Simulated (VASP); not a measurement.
# AlPt (P2_13) in VASP: notebook

The runs below take AlPt through single point, relaxation of cell and atoms, with PBEsol.

Program: VASP 6.6.1. These are calculated values, not measurements. Logs are shortened: lines on timing, memory, paths and dates and some standing lists are left out, and cuts for length are marked.

### 1 The cell of the first run

Symmetry: P2_13, No. 198, cubic system. Conventional cell: a = 4.869 Å, b = 4.869 Å, c = 4.869 Å, α = 90.00°, β = 90.00°, γ = 90.00°. Within 3.4 Å of Al (site symmetry 3) lie 7 Pt at 2.60 to 2.61 Å and 6 Al at 3.01 Å. Within 3.4 Å of Pt (site symmetry 3) lie 7 Al at 2.60 to 2.61 Å and 6 Pt at 3.01 Å.

### 2 Single point, PBEsol

INCAR

```
ALGO = Normal
EDIFF = 1E-6
ENCUT = 520
GGA = PS
ISIF = 2
ISMEAR = 0
LASPH = T
LCHARG = F
LREAL = F
LWAVE = F
NBANDS = 36
NELM = 100
PREC = Accurate
SIGMA = 0.1
```

KPOINTS

```
k-points
0
Gamma
  8 8 8
```

POSCAR

```
AlPt
1.0
    4.8687862452      0.0000000000      0.0000000000
    0.0000000000      4.8687862452      0.0000000000
    0.0000000000      0.0000000000      4.8687862452
Al Pt
4 4
Direct
    0.8441796171      0.8441796171      0.8441796171
    0.6558203829      0.1558203829      0.3441796171
    0.3441796171      0.6558203829      0.1558203829
    0.1558203829      0.3441796171      0.6558203829
    0.1538708531      0.1538708531      0.1538708531
    0.3461291469      0.8461291469      0.6538708531
    0.6538708531      0.3461291469      0.8461291469
    0.8461291469      0.6538708531      0.3461291469
```

Potentials or basis: VASP PAW PBE potentials, release 64 (Al, Pt).

Started as:

```
$ cat potpaw_PBE.64/Al/POTCAR potpaw_PBE.64/Pt/POTCAR > POTCAR
$ mpirun -np 1 vasp_std > vasp.out
```

OUTCAR:

```text
EDIFF = 1E-6
   ENCUT = 520
   GGA = PS
   ISIF = 2
   ISMEAR = 0
   LASPH = T
   LREAL = F
   NELM = 100
   PREC = Accurate

 ion  position               nearest neighbor table
   1  0.844  0.844  0.844-   6 2.60   7 2.60   8 2.60   5 2.61   7 2.61   8 2.61   6 2.61   4 3.01
                             4 3.01   2 3.01   2 3.01   3 3.01   3 3.01
   2  0.656  0.156  0.344-   5 2.60   7 2.60   8 2.60   6 2.61   7 2.61   8 2.61   5 2.61   3 3.01
                             3 3.01   1 3.01   4 3.01   4 3.01   1 3.01
   3  0.344  0.656  0.156-   5 2.60   6 2.60   8 2.60   7 2.61   8 2.61   6 2.61   5 2.61   2 3.01
                             2 3.01   1 3.01   4 3.01   4 3.01   1 3.01
   4  0.156  0.344  0.656-   5 2.60   6 2.60   7 2.60   8 2.61   6 2.61   5 2.61   7 2.61   1 3.01
                             1 3.01   2 3.01   3 3.01   2 3.01   3 3.01
   5  0.154  0.154  0.154-   2 2.60   3 2.60   4 2.60   1 2.61   3 2.61   4 2.61   2 2.61   8 3.01
                             8 3.01   6 3.01   6 3.01   7 3.01   7 3.01
   6  0.346  0.846  0.654-   1 2.60   3 2.60   4 2.60   2 2.61   3 2.61   4 2.61   1 2.61   7 3.01
                             7 3.01   5 3.01   8 3.01   5 3.01   8 3.01
   7  0.654  0.346  0.846-   1 2.60   2 2.60   4 2.60   3 2.61   4 2.61   2 2.61   1 2.61   6 3.01
                             6 3.01   8 3.01   8 3.01   5 3.01   5 3.01
   8  0.846  0.654  0.346-   1 2.60   2 2.60   3 2.60   4 2.61   2 2.61   1 2.61   3 2.61   5 3.01
                             5 3.01   7 3.01   7 3.01   6 3.01   6 3.01

  LATTYP: Found a simple cubic cell.
 ALAT       =     4.8687862452

  Lattice vectors:

 A1 = (   4.8687862452,   0.0000000000,   0.0000000000)
 A2 = (   0.0000000000,   4.8687862452,   0.0000000000)
 A3 = (   0.0000000000,   0.0000000000,   4.8687862452)

Analysis of symmetry for initial positions (statically):
=====================================================================
 Subroutine PRICEL returns:
 Original cell was already a primitive cell.

 Routine SETGRP: Setting up the symmetry group for a
 simple cubic supercell.

 Subroutine GETGRP returns: Found 12 space group operations
 (whereof  3 operations were pure point group operations)
 out of a pool of 48 trial point group operations.

The static configuration has the point symmetry C_3 .
 The point group associated with its full space group is T   .

Analysis of symmetry for dynamics (positions and initial velocities):
=====================================================================
 Subroutine PRICEL returns:
 Original cell was already a primitive cell.

 Routine SETGRP: Setting up the symmetry group for a
 simple cubic supercell.

 Subroutine GETGRP returns: Found 12 space group operations
 (whereof  3 operations were pure point group operations)
 out of a pool of 48 trial point group operations.

The dynamic configuration has the point symmetry C_3 .
 The point group associated with its full space group is T   .

 Subroutine INISYM returns: Found 12 space group operations
 (whereof  3 operations are pure point group operations),
 and found     1 'primitive' translations

----------------------------------------------------------------------------------------

                                     Primitive cell

  volume of cell :     115.4150

  direct lattice vectors                    reciprocal lattice vectors
     4.868786245  0.000000000  0.000000000     0.205389999  0.000000000  0.000000000
     0.000000000  4.868786245  0.000000000     0.000000000  0.205389999  0.000000000
     0.000000000  0.000000000  4.868786245     0.000000000  0.000000000  0.205389999

  length of vectors
     4.868786245  4.868786245  4.868786245     0.205389999  0.205389999  0.205389999

  position of ions in fractional coordinates (direct lattice)
     0.844179617  0.844179617  0.844179617
     0.655820383  0.155820383  0.344179617
     0.344179617  0.655820383  0.155820383
     0.155820383  0.344179617  0.655820383
     0.153870853  0.153870853  0.153870853
     0.346129147  0.846129147  0.653870853
     0.653870853  0.346129147  0.846129147
     0.846129147  0.653870853  0.346129147

  ion indices of the primitive-cell ions
   primitive index   ion index
                 1           1
                 2           2
                 3           3
                 4           4
                 5           5
                 6           6
                 7           7
                 8           8

----------------------------------------------------------------------------------------

 KPOINTS: k-points

Automatic generation of k-mesh.
 Grid dimensions read from file:
 generate k-points for:    8    8    8

 Generating k-lattice:

  Cartesian coordinates                     Fractional coordinates (reciprocal lattice)
     0.025673750  0.000000000  0.000000000     0.125000000  0.000000000  0.000000000
     0.000000000  0.025673750  0.000000000     0.000000000  0.125000000  0.000000000
     0.000000000  0.000000000  0.025673750     0.000000000  0.000000000  0.125000000

  Length of vectors
     0.025673750  0.025673750  0.025673750

  Shift w.r.t. Gamma in fractional coordinates (k-lattice)
     0.000000000  0.000000000  0.000000000

 Subroutine IBZKPT returns following result:
 ===========================================

 Found     45 irreducible k-points:

 Following reciprocal coordinates:
            Coordinates               Weight
  0.000000  0.000000  0.000000      1.000000
  0.125000  0.000000  0.000000      6.000000
  0.250000  0.000000  0.000000      6.000000
  0.375000  0.000000  0.000000      6.000000
  0.500000  0.000000  0.000000      3.000000
  0.125000  0.125000  0.000000     12.000000
[... 16 lines left out ...]
  0.250000  0.125000  0.125000     24.000000
  0.375000  0.125000  0.125000     24.000000
 [... further k-points ...]
   k-points           NKPTS =     45   k-points in BZ     NKDIM =     45   number of bands    NBANDS=     36
   number of dos      NEDOS =    301   number of ions     NIONS =      8
   total plane-waves  NPLWV =  46656
   dimension x,y,z NGX =    36 NGY =   36 NGZ =   36
   dimension x,y,z NGXF=    72 NGYF=   72 NGZF=   72
   ions per type =               4   4
   NGX,Y,Z   is equivalent  to a cutoff of  12.29, 12.29, 12.29 a.u.
   NGXF,Y,Z  is equivalent  to a cutoff of  24.58, 24.58, 24.58 a.u.
 SYSTEM =  unknown system
   PREC   = accura    normal or accurate (medium, high low for compatibility)
   ISTART =      0    job   : 0-new  1-cont  2-samecut
   ICHARG =      2    charge: 1-file 2-atom 10-const
   ISPIN  =      1    spin polarized calculation?
   LNONCOLLINEAR =      F non collinear calculations
   LSORBIT =      F    spin-orbit coupling
   LASPH  =      T    aspherical Exc in radial PAW
   ENCUT  =  520.0 eV  38.22 Ry    6.18 a.u.   9.05  9.05  9.05*2*pi/ulx,y,z
   NELM   =    100;   NELMIN=  2; NELMDL= -5     # of ELM steps
   EDIFF  = 0.1E-05   stopping-criterion for ELM
   LREAL  =      F    real-space projection
   EDIFFG = 0.1E-04   stopping-criterion for IOM
   NSW    =      0    number of steps for IOM
   IBRION =     -1    ionic relax: 0-MD 1-quasi-New 2-CG
   NFREE  =      0    steps in history (QN), initial steepest desc. (CG)
   ISIF   =      2    stress and relaxation
   ISYM   =      2    0-nonsym 1-usesym 2-fastsym
   POTIM  = 0.5000    time-step for ionic-motion
   TEBEG  =    0.0;   TEEND  =   0.0 temperature during run
   PSTRESS=    0.0 pullay stress
   NELECT =      52.0000    total number of electrons
   NUPDOWN=      -1.0000    fix difference up-down
   EMIN   =  10.00;   EMAX   =-10.00  energy-range for DOS
   EFERMI =   0.00;   METHOD = LEGACY
   ISMEAR =     0;   SIGMA  =   0.10  broadening in eV -4-tet -1-fermi 0-gaus
   EFERMI_NEDOS =   21; number of points for ismear=-14 and -15
   IALGO  =     38    algorithm
   IMIX   =      4    mixing-type and parameters
     AMIX     =   0.40;   BMIX     =  1.00
     AMIX_MAG =   1.60;   BMIX_MAG =  1.00
  volume/ion in A,a.u.               =      14.43        97.36
  Fermi-wavevector in a.u.,A,eV,Ry     =   1.255033  2.371669 21.430652  1.575108
  Thomas-Fermi vector in A             =   2.388809
   LORBIT       =      0    0 simple, 1 ext, 2 COOP (PROOUT), +10 PAW based schemes
   GGA     = PS    functional components
   LHFCALC =     F    Hartree Fock is set to
   AEXX    =    0.0000 exact exchange contribution
   IVDW    =     0    specifies the selected vdW correction
   LEPSILON=     F    determine dielectric tensor
   LRPA    =     F    only Hartree local field effects (RPA)
 non-spin polarized calculation
 Gauss-broadening in eV      SIGMA  =   0.10
  energy-cutoff  :      520.00
  volume of cell :      115.41
 maximum number of plane-waves:      3136
   NGX = 19   NGY = 19   NGZ = 19

 number of electron      51.9999991 magnetization

 Free energy of the ion-electron system (eV)
  ---------------------------------------------------
  ext. energy  EPLUGINS =         0.00000000
  ---------------------------------------------------
  free energy    TOTEN  =       -52.65163254 eV

  energy without entropy =      -52.64320245  energy(sigma->0) =      -52.64741750

 E-fermi :  10.4695     XC(G=0): -12.3014

 val. band max:       10.4509687730   @ k =   0.3750   0.3750   0.0000
 cond. band min:      10.4840430628   @ k =   0.5000   0.3750   0.3750
 fundamental gap:      0.0330742897
 Fermi energy:        10.4694612832

 k-point     1 :       0.0000    0.0000    0.0000
  band No.  band energies     occupation
      1      -0.7953      2.00000
      2       3.5416      2.00000
      3       3.5416      2.00000
      4       3.5416      2.00000
      5       4.9862      2.00000
      6       4.9862      2.00000
[... 28 lines left out ...]
     35      15.6372      0.00000
     36      15.6372      0.00000

 k-point     2 :       0.1250    0.0000    0.0000
  band No.  band energies     occupation
      1      -0.6799      2.00000
      2       3.2345      2.00000
      3       3.5675      2.00000
      4       3.6646      2.00000
      5       4.8384      2.00000
      6       4.9305      2.00000
[... 850 lines left out ...]
 k-point    24 :       0.3750    0.1250    0.1250
  band No.  band energies     occupation
      1       0.4260      2.00000
      2       1.9598      2.00000
      3       3.5228      2.00000
      4       3.8135      2.00000
      5       4.3056      2.00000
      6       4.6207      2.00000
[... 28 lines left out ...]
     35      16.1538      0.00000
     36      17.2739      0.00000

 [... further k-points ...]

------------------------ aborting loop because EDIFF is reached ----------------------------------------

  FORCE on cell =-STRESS in cart. coord.  units (eV):
  Direction    XX          YY          ZZ          XY          YZ          ZX
  --------------------------------------------------------------------------------------
  -------------------------------------------------------------------------------------
  Total       -0.0938680     -0.0938680     -0.0938680     -0.0000000      0.0000000     -0.0000000
  in kB       -1.3030655     -1.3030655     -1.3030655     -0.0000000      0.0000000     -0.0000000
  external PRESSURE =      -1.3030655 kB  Pullay stress =       0.0000000 kB

 VOLUME and BASIS-vectors are now :
 -----------------------------------------------------------------------------
  energy-cutoff  :      520.00
  volume of cell :      115.41
      direct lattice vectors                 reciprocal lattice vectors
     4.868786245  0.000000000  0.000000000     0.205389999  0.000000000  0.000000000
     0.000000000  4.868786245  0.000000000     0.000000000  0.205389999  0.000000000
     0.000000000  0.000000000  4.868786245     0.000000000  0.000000000  0.205389999

 POSITION                                       TOTAL-FORCE (eV/Angst)
 -----------------------------------------------------------------------------------
      4.11013      4.11013      4.11013        -0.000052     -0.000052     -0.000052
      3.19305      0.75866      1.67574         0.000052      0.000052     -0.000052
      1.67574      3.19305      0.75866        -0.000052      0.000052      0.000052
      0.75866      1.67574      3.19305         0.000052     -0.000052      0.000052
      0.74916      0.74916      0.74916         0.007925      0.007925      0.007925
      1.68523      4.11962      3.18356        -0.007925     -0.007925      0.007925
      3.18356      1.68523      4.11962         0.007925     -0.007925     -0.007925
      4.11962      3.18356      1.68523        -0.007925      0.007925     -0.007925
 -----------------------------------------------------------------------------------
    total drift:                                0.000000      0.000000      0.000000

  FREE ENERGIE OF THE ION-ELECTRON SYSTEM (eV)
  ---------------------------------------------------
  free  energy   TOTEN  =       -52.6516325427 eV

  energy  without entropy=      -52.6432024497  energy(sigma->0) =      -52.64741750
```

It took 2.9 min on 1 thread of AMD EPYC 7R43 (Zen 3), shared host; peak memory 0.25 GiB.

Results:

- Free energy: -52.6516 eV
- Pressure: -0.1 GPa
- Largest force: 0.014 eV/Å
- Band gap on the k mesh: zero (band 26 reaches 10.83 eV, above the bottom of band 27 at 9.68 eV)

Forces in eV/Å, atoms in the order of the input:
```
Al   0.000  0.000  0.000
Al   0.000  0.000  0.000
Al   0.000  0.000  0.000
Al   0.000  0.000  0.000
Pt   0.008  0.008  0.008
Pt  -0.008 -0.008  0.008
Pt   0.008 -0.008 -0.008
Pt  -0.008  0.008 -0.008
```

Caveat: the PAW data sets were made with another functional, which shifts forces and pressure a little; spin-orbit coupling is left out, which moves the levels of the heavy elements.

### 3 Relaxation of cell and atoms, PBEsol

This run uses another cell than the first one, of 14.85 Å³/atom, 1.030 times its volume.

INCAR

```
SYSTEM = AlPt
ALGO = Normal
EDIFF = 1E-7
EDIFFG = -0.005
ENCUT = 600
GGA = PS
IBRION = 2
ISIF = 3
ISMEAR = 0
LASPH = .True.
LCHARG = .False.
LREAL = .False.
LWAVE = .False.
NELM = 100
NSW = 70
PREC = Accurate
SIGMA = 0.1
```

KPOINTS

```
k-points
0
Gamma
  8 8 8
  0 0 0
```

POSCAR

```
AlPt
1.0
    4.9162693464      0.0000000000      0.0000000000
    0.0000000000      4.9162693464      0.0000000000
    0.0000000000      0.0000000000      4.9162693464
Al Pt
4 4
Direct
    0.8440377096      0.8440377096      0.8440377096
    0.6559622904      0.1559622904      0.3440377096
    0.3440377096      0.6559622904      0.1559622904
    0.1559622904      0.3440377096      0.6559622904
    0.1548771007      0.1548771007      0.1548771007
    0.3451228993      0.8451228993      0.6548771007
    0.6548771007      0.3451228993      0.8451228993
    0.8451228993      0.6548771007      0.3451228993
```

Potentials or basis: VASP PAW PBE potentials, release 64 (Al, Pt).

Started as:

```
$ cat potpaw_PBE.64/Al/POTCAR potpaw_PBE.64/Pt/POTCAR > POTCAR
$ mpirun -np 1 vasp_std > vasp.out
```

Wall time 28 min (1 thread of AMD EPYC 7R43 (Zen 3), shared host); peak memory 0.31 GiB.

It converged, with:

```yaml
Free_energy: -52.6514 eV
Relaxed_volume: 14.42 Å³/atom
Relaxed_cell: a = 4.868 Å, b = 4.868 Å, c = 4.868 Å, α = 90.00°, β = 90.00°, γ = 90.00°
Space_group_after_relaxing_to_0.05_Å: P2_13 (No. 198)
Energy_gained_by_relaxing: 7.8 meV/atom
Ionic_steps: 10
Pressure_after_relaxing: 0.0 GPa
Band_gap_on_the_k_mesh: zero (band 26 reaches 10.84 eV, above the bottom of band 27 at 9.68 eV)
```

Step by step:
```tsv
step	energy change (eV)	largest force (eV/Å)	pressure (GPa)	volume (Å³)
1	0.0000	0.0393	-5.58	118.82
2	0.1019	0.0664	10.51	110.16
3	-0.0618	0.0401	-0.07	115.42
4	-0.0618	0.0401	0.05	115.35
5	-0.0621	0.0278	0.05	115.35
6	-0.0623	0.0117	0.05	115.35
7	-0.0622	0.0198	0.06	115.34
8	-0.0623	0.0005	0.06	115.34
9	-0.0623	0.0011	-0.14	115.45
10	-0.0623	0.0006	0.01	115.37
```

Final structure:
```
Al Pt
1.0
     4.86820    0.00000    0.00000
     0.00000    4.86820    0.00000
     0.00000    0.00000    4.86820
Al Pt
4 4
Direct
  0.84418 0.84418 0.84418
  0.65582 0.15582 0.34418
  0.34418 0.65582 0.15582
  0.15582 0.34418 0.65582
  0.15411 0.15411 0.15411
  0.34589 0.84589 0.65411
  0.65411 0.34589 0.84589
  0.84589 0.65411 0.34589
```

Levels at points of the mesh, in eV from the Fermi level:
```csv
k point,band 24,band 25,band 26,band 27,band 28,band 29
"(0.00, 0.00, 0.00)",-1.74,-0.20,-0.20,-0.20,4.24,4.24
"(0.50, 0.00, 0.00)",-1.49,-0.69,-0.69,1.25,1.25,2.75
"(0.50, 0.50, 0.00)",-2.19,0.36,0.36,1.32,1.32,2.81
"(0.50, 0.50, 0.50)",-2.49,-0.79,-0.79,-0.79,-0.79,6.54
```

Caveat: the PAW data sets were made with another functional, which shifts forces and pressure a little; spin-orbit coupling is left out, which moves the levels of the heavy elements.
